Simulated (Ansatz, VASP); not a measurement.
Two plane-wave programs on TiAl

```
Ti Al
1.0
     2.86860    0.00000    0.00000
    -1.43430    2.48428    0.00000
     0.00000    0.00000    4.63387
Ti Al
1 1
Direct
  0.00000 0.00000 0.00000
  0.33333 0.66667 0.50000
```

Alike in both runs: functional r2SCAN; k mesh 18 × 18 × 10; occupations gaussian, width 0.1 eV; no spin polarisation.

Ansatz relaxed the structure, and its values are those at the end. VASP's run is a single point on that final structure, the one shown.

```csv
,VASP,Ansatz
version,VASP 6.6.1,Ansatz 0.2.0
potentials or method,"VASP PAW PBE potentials, release 64 (Ti_sv, Al), cutoff 520 eV","scalar-relativistic, plane waves, PAW"
valence electrons in the cell,15,15
```

Ansatz gave:

```
gap on the k mesh at the Fermi level (eV) : none
pressure (GPa)                            : 0.0
```

**Question.** Which values does VASP return?

**Answer.** gap on the k mesh at the Fermi level (eV): none; pressure (GPa): 0.1.

VASP's potentials were made for PBE, not for r2SCAN. A gap of «none» marks a metal or a gap that the smearing closes. The functional is the same, so the differences come from potentials, cutoffs and numerics.
